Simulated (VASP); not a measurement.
## SnSe2: G0W0 quasiparticle levels with PBE

The system is SnSe2.

```
Sn Se
1.0
     3.82515    0.00000    0.00000
    -1.91257    3.31268    0.00000
     0.00000    0.00000    6.22708
Sn Se
1 2
Direct
  0.00000 0.00000 0.00000
  0.33333 0.66667 0.25308
  0.66667 0.33333 0.74692
```

| Quantity | Value |
| --- | --- |
| Program | VASP 6.6.1 |
| Task | G0W0 quasiparticle levels |
| Functional | PBE |
| Potentials or basis | VASP PAW PBE potentials, release 64 (Sn_d_GW, Se_GW) |
| Cutoff | 500 eV |
| k mesh | 6 × 6 × 2 |
| Occupations | gaussian, width 0.01 eV |
| Spin | no spin polarisation |
| Dipole correction | no |
| GW scheme | G0W0 |
| GW iterations | 1 |
| Cutoff of the response function | 60 |
| Frequency points | 48 |
| Empty bands | 40 |
| Further INCAR settings | ALGO = EVGW0; EDIFF = 1e-08; NBANDS = 53 |

The quasiparticle gap is 1.33 eV, the least direct quasiparticle gap is 1.79 eV and the band gap of the starting levels on the mesh is 0.79 eV. The least direct gap of the starting levels on the mesh is 1.11 eV.

Wall time 9.3 min on 1 thread of AMD EPYC 7R13 Processor (Zen 3) (shared host), peak memory 1.4 GiB.

Caveat: the k points lie up to 0.50 Å⁻¹ apart; bands, screening cutoff and mesh are small and nothing is extrapolated, so the quasiparticle values aren't converged; spin-orbit coupling is left out, which moves the levels of the heavy elements.
